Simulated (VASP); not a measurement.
A run of VASP 6.6.1:

The input INCAR:

```
ALGO = Normal
EDIFF = 1E-6
ENCUT = 520
GGA = PS
ISIF = 2
ISMEAR = -1
LASPH = True
LCHARG = False
LREAL = False
LWAVE = False
NBANDS = 18
NELM = 100
PREC = Accurate
SIGMA = 0.1
```

KPOINTS

```
k-points
0
Gamma
  14 14 14
```

The input POSCAR:

```
PIr2
1.0
    0.0000000000      2.7465204954      2.7465204954
    2.7465204954      0.0000000000      2.7465204954
    2.7465204954      2.7465204954      0.0000000000
P Ir
1 2
Direct
    0.0000000000      0.0000000000      0.0000000000
    0.2500000000      0.2500000000      0.2500000000
    0.7500000000      0.7500000000      0.7500000000
```

Potentials or basis: VASP PAW PBE potentials, release 64 (P, Ir).

Run with:

```console
$ cat potpaw_PBE.64/P/POTCAR potpaw_PBE.64/Ir/POTCAR > POTCAR
$ mpirun -np 1 vasp_std > vasp.out
```

Hardware: 1 thread of Intel(R) Xeon(R) Platinum 8488C (Sapphire Rapids) (shared host).

Problem. Estimate the wall time of this run.

Solution. It took 49 s on 1 thread of Intel(R) Xeon(R) Platinum 8488C (Sapphire Rapids), on a shared host, peak memory 0.22 GiB. Counts: scf iterations 13, k points 104.
